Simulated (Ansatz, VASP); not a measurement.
# ZrTaS3 in VASP and in Ansatz

INCAR

```
ALGO = Normal
EDIFF = 1E-7
EDIFFG = -0.04
ENCUT = 600
GGA = PE
IBRION = 2
ISIF = 3
ISMEAR = 0
ISPIN = 2
LASPH = True
LCHARG = False
LMAXMIX = 4
LORBIT = 11
LREAL = False
LWAVE = False
MAGMOM = 0 1 0 0 0
NELM = 150
NSW = 90
PREC = Accurate
SIGMA = 0.1
```

The input KPOINTS:

```
k-points
0
Gamma
  4 4 4
```

The input POSCAR:

```
ZrTaS3
1.0
    4.4812502300      0.0000000000      0.0000000000
    0.0000000000      4.4812502300      0.0000000000
    0.0000000000      0.0000000000      4.4812502300
Zr Ta S
1 1 3
Direct
    0.0000000000      0.0000000000      0.0000000000
    0.5000000000      0.5000000000      0.5000000000
    0.5000000000      0.0000000000      0.0000000000
    0.0000000000      0.5000000000      0.0000000000
    0.0000000000      0.0000000000      0.5000000000
```

Input for Ansatz:

```yaml
crystal:
  lattice:
    - [4.48125023, 0.0, 0.0]
    - [0.0, 4.48125023, 0.0]
    - [0.0, 0.0, 4.48125023]
  atoms:
    - { symbol: Zr, position: [0.0, 0.0, 0.0] }
    - { symbol: Ta, position: [0.5, 0.5, 0.5], spin: 1.0 }
    - { symbol: S, position: [0.5, 0.0, 0.0] }
    - { symbol: S, position: [0.0, 0.5, 0.0] }
    - { symbol: S, position: [0.0, 0.0, 0.5] }
basis:
  ecutwfc: 420
kpoints:
  mp_grid: { grid: [4, 4, 4] }
hamiltonian:
  xc: pbe
scf:
  occupations: { method: gaussian, width: 0.1 }
  lower_state_search: "off"
output:
  forces: true
  stress: true
  eigenvalues: true
  populations: true
magnetization:
  spin_polarized: true
relax:
  adjacent_minimum: "off"
  f_tol: 0.04
  max_steps: 70
  cell: { stress_tol: 0.4 }
```

Change from the starting cell: species swapped into the CeRu3C type (Pm-3m, No. 221).

Alike in both runs: task relaxation of cell and atoms; functional PBE; k mesh 4 × 4 × 4; occupations gaussian, width 0.1 eV; collinear spin.

|  | VASP | Ansatz |
| --- | --- | --- |
| version | VASP 6.6.1 | Ansatz 0.2.0 |
| potentials or method | VASP PAW PBE potentials, release 64 (Zr_sv, Ta_pv, S), cutoff 600 eV | scalar-relativistic, plane waves, PAW |
| valence electrons in the cell | 41 | 43 |

```tsv
	VASP	Ansatz	Ansatz less VASP
gap on the k mesh at the Fermi level, each at its own relaxed structure (eV)	none	none	-
net moment per atom (μB)	0.53	0.53	-0.002
size of the moment on the site where the two differ most (μB)	1.98	2.34	+0.363
relaxed volume (Å³/atom)	23.39	23.20	-0.191
relaxed length of the cell vector where the two differ most in proportion (Å)	4.890	4.877	-0.0133
```

Site moments also hang on the region over which each program counts them. A gap of «none» marks a metal or a gap that the smearing closes. VASP's potentials hold 41 valence electrons a cell and Ansatz's 43, so a difference there can come from the potentials and not from the codes.

Neither program's run includes spin-orbit coupling. Noted on VASP's run: the volume moved by over 15 % at a fixed basis, so the end points are rough; too few bands were computed for a metal, which touches its energy and stress.
